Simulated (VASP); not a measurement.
A run of VASP 6.6.1:

INCAR

```
ALGO = Normal ; EDIFF = 1E-6
ENCUT = 1330 ; GGA = CA
GGA_COMPAT = F ; ISIF = 2
ISMEAR = -1 ; LASPH = T
LCHARG = F ; LREAL = F
LWAVE = F ; NBANDS = 16
NELM = 120 ; PREC = Accurate
SIGMA = 0.05
```

The input KPOINTS:

```
k-points
0
Gamma
  8 8 8
```

The input POSCAR:

```
GaN
1.0
    0.0000000000      2.0965846012      2.0965846012
    2.0965846012      0.0000000000      2.0965846012
    2.0965846012      2.0965846012      0.0000000000
Ga N
1 1
Direct
    0.0000000000      0.0000000000      0.0000000000
    0.5000000000      0.5000000000      0.5000000000
```

Potentials or basis: VASP PAW LDA potentials, release 64 (Ga_d, N_h).

The run is started by

```console
$ cat potpaw_LDA.64/Ga_d/POTCAR potpaw_LDA.64/N_h/POTCAR > POTCAR
$ mpirun -np 1 vasp_std > vasp.out
```

Hardware: 1 thread of AMD EPYC 7R13 Processor (Zen 3), with other jobs on the host.

Task: Estimate the wall time of this run.

Result: Run time: 20 s on 1 thread of AMD EPYC 7R13 Processor (Zen 3), on a shared host, peak memory 0.17 GiB. Counts: scf iterations 12, k points 29.
